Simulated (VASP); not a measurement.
A run of VASP 6.6.1:

File POSCAR:

```
In2O3
1.0
    2.7747225891      1.6019868338      4.9244055115
   -2.7747225891      1.6019868338      4.9244055115
    0.0000000000     -3.2039736675      4.9244055116
In O
4 6
Direct
    0.3564213613      0.3564213613      0.3564213613
    0.1435786387      0.1435786387      0.1435786387
    0.6435786387      0.6435786387      0.6435786387
    0.8564213613      0.8564213613      0.8564213613
    0.5469954266      0.9530045734      0.2500000000
    0.2500000000      0.5469954266      0.9530045734
    0.9530045734      0.2500000000      0.5469954266
    0.4530045734      0.0469954266      0.7500000000
    0.7500000000      0.4530045734      0.0469954266
    0.0469954266      0.7500000000      0.4530045734
```

The input INCAR.step1:

```
SYSTEM = In2O3
PREC = Accurate
ENCUT = 520
ISMEAR = 0
SIGMA = 0.02
LREAL = .False.
LASPH = .True.
NELM = 100
NBANDS = 55
GGA = PE
ALGO = Normal
EDIFF = 1E-4
LWAVE = .True.
LCHARG = .False.
```

Contents of INCAR.step2:

```
SYSTEM = In2O3
PREC = Accurate
ENCUT = 520
EDIFF = 1E-6
ISMEAR = 0
SIGMA = 0.02
LREAL = .False.
LASPH = .True.
NELM = 100
ALGO = Normal
ISIF = 2
LWAVE = .False.
LCHARG = .False.
METAGGA = R2SCAN
LMIXTAU = .True.
NBANDS = 55
ISTART = 1
```

The input KPOINTS:

```
regular mesh
0
Gamma
  6 6 6
  0 0 0
```

Potentials or basis: VASP PAW PBE potentials, release 64 (In_d, O).

Command:

```console
$ cat potpaw_PBE.64/In_d/POTCAR potpaw_PBE.64/O/POTCAR > POTCAR
$ cp INCAR.step1 INCAR
$ mpirun -np 1 vasp_std > vasp.out
$ cp INCAR.step2 INCAR
$ mpirun -np 1 vasp_std > vasp.out
```

Hardware: 1 thread of Intel(R) Xeon(R) 6975P-C (Granite Rapids), with other jobs on the host.

Q: How long does it take, and how much memory?

A: It took 14 min on 1 thread of Intel(R) Xeon(R) 6975P-C (Granite Rapids) (shared host), peak memory 0.46 GiB. Counts: k points 32.
